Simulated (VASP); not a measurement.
Write the native input for VASP 6.6.1 that does the following.

```
Task                   : electric field gradients
Functional             : PBEsol
Potentials or basis    : VASP PAW PBE potentials, release 64 (Cu, Au)
Cutoff                 : 520 eV
k mesh                 : 13 × 13 × 10
Occupations            : fermi-dirac, width 0.05 eV
Spin                   : no spin polarisation
Dipole correction      : no
Further INCAR settings : ALGO = Normal; EDIFF = 1e-08; NBANDS = 18
```

The structure of CuAu lies in POSCAR:

```
CuAu
1.0
    2.8000000000      0.0000000000      0.0000000000
    0.0000000000      2.8000000000      0.0000000000
    0.0000000000      0.0000000000      3.6700000000
Cu Au
1 1
Direct
    0.5000000000      0.5000000000      0.5000000000
    0.0000000000      0.0000000000      0.0000000000
```

These files were run (other wordings do the same):

INCAR

```
PREC = Accurate ; ENCUT = 520
EDIFF = 1E-8 ; ISMEAR = -1
SIGMA = 0.05 ; LREAL = False
LASPH = True ; NELM = 80
ALGO = Normal ; ISIF = 2
LWAVE = False ; LCHARG = False
GGA = PS ; LEFG = True
NBANDS = 18
```

KPOINTS

```
Automatic mesh
0
Gamma
  13 13 10
```

Potentials or basis: VASP PAW PBE potentials, release 64 (Cu, Au).

Launch:

```sh
$ cat potpaw_PBE.64/Cu/POTCAR potpaw_PBE.64/Au/POTCAR > POTCAR
$ mpirun -np 1 vasp_std > vasp.out
```

It gave:

| Property | Result |
| --- | --- |
| Pressure | -2.0 GPa |
| Band gap on the k mesh | zero (band 11 reaches 13.15 eV, above the bottom of band 12 at 6.74 eV) |

Caveat: without QUAD_EFG the Cq values of the log hold for a quadrupole moment of 1 mb, not for the nuclei; the PAW data sets were made with another functional, which shifts forces and pressure a little; spin-orbit coupling is left out, which moves the levels of the heavy elements.

Run time: 80 s on 1 thread of Intel(R) Xeon(R) Platinum 8259CL CPU @ 2.50GHz (Skylake/Cascade Lake), with other jobs on the host, peak memory 0.22 GiB.
